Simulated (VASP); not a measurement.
**ZnS: single point with PBE**

The system is ZnS.

```
Zn S
1.0
     3.74288    0.00000    0.00000
    -1.87144    3.24143    0.00000
     0.00000    0.00000    6.30372
Zn S
2 2
Direct
  0.29935 0.66667 0.00520
  0.70065 0.33333 0.50520
  0.36080 0.66667 0.37980
  0.63920 0.33333 0.87980
```

| Item | Value |
| --- | --- |
| Program | VASP 6.6.1 |
| Task | single point |
| Functional | PBE |
| Potentials or basis | VASP PAW PBE potentials, release 64 (Zn, S) |
| Cutoff | 520 eV |
| k mesh | 9 × 9 × 4 |
| Occupations | gaussian, width 0.05 eV |
| Spin | no spin polarisation |
| Dipole correction | no |
| Further INCAR settings | ALGO = Normal; EDIFF = 1e-06; NBANDS = 26 |

The pressure is 4.3 GPa. The largest force is 0.311 eV/Å and the band gap on the k mesh is 2.20 eV, direct.

Forces on the atoms (eV/Å):
```
Zn   0.194  0.013  0.243
Zn  -0.194 -0.013  0.243
S   -0.016  0.009 -0.243
S    0.016 -0.009 -0.243
```

Stress tensor (GPa, compression positive):
```
5.75 0.02 0.00
0.02 5.85 0.00
0.00 0.00 1.45
```

Levels at points of the mesh, in eV from the valence-band top:
```
           k point  band 15  band 16  band 17  band 18  band 19  band 20  band 21  band 22
(0.00, 0.00, 0.00)    -0.84    -0.20    -0.09     0.00     2.20     3.29     6.14     6.22
(0.00, 0.00, 0.50)    -0.51    -0.51    -0.45    -0.45     3.67     3.67     6.53     6.53
```

Wall time 91 s on 1 thread of Intel(R) Xeon(R) 6975P-C (Granite Rapids), with other jobs on the host, peak memory 0.32 GiB.
